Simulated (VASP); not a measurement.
A run of VASP 6.6.1 is set up as follows.

File INCAR:

```
SYSTEM = SiAs3
PREC = Accurate ; ENCUT = 520
EDIFF = 1E-7 ; ISMEAR = 0
SIGMA = 0.1 ; LREAL = .FALSE.
LASPH = .TRUE. ; NELM = 60
ALGO = Normal ; ISIF = 2
LWAVE = .FALSE. ; LCHARG = .FALSE.
GGA = PE ; NBANDS = 18
```

File KPOINTS:

```
Automatic mesh
0
G
  6 6 4
  0 0 0
```

Contents of POSCAR:

```
SiAs3
1.0
    3.7018797157      0.0000000000      0.0000000000
   -1.8509398579      3.2059218756      0.0000000000
    0.0000000000      0.0000000000      6.5458662626
Si As
1 3
Direct
    0.0000000000      0.0000000000      0.5000000000
    0.3333333333      0.6666666667      0.7304221759
    0.6666666667      0.3333333333      0.2695778241
    0.0000000000      0.0000000000      0.0000000000
```

Potentials or basis: VASP PAW PBE potentials, release 64 (Si, As).

Launch:

```bash
$ cat potpaw_PBE.64/Si/POTCAR potpaw_PBE.64/As/POTCAR > POTCAR
$ mpirun -np 1 vasp_std > vasp.out
```

Problem. What does it give for the pressure?

Solution. 0.3 GPa.

Problem. Estimate the largest force.

Solution. 0.031 eV/Å.

Stress tensor (GPa, compression positive):
```
0.19 0.00 0.00
0.00 0.19 0.00
0.00 0.00 0.55
```
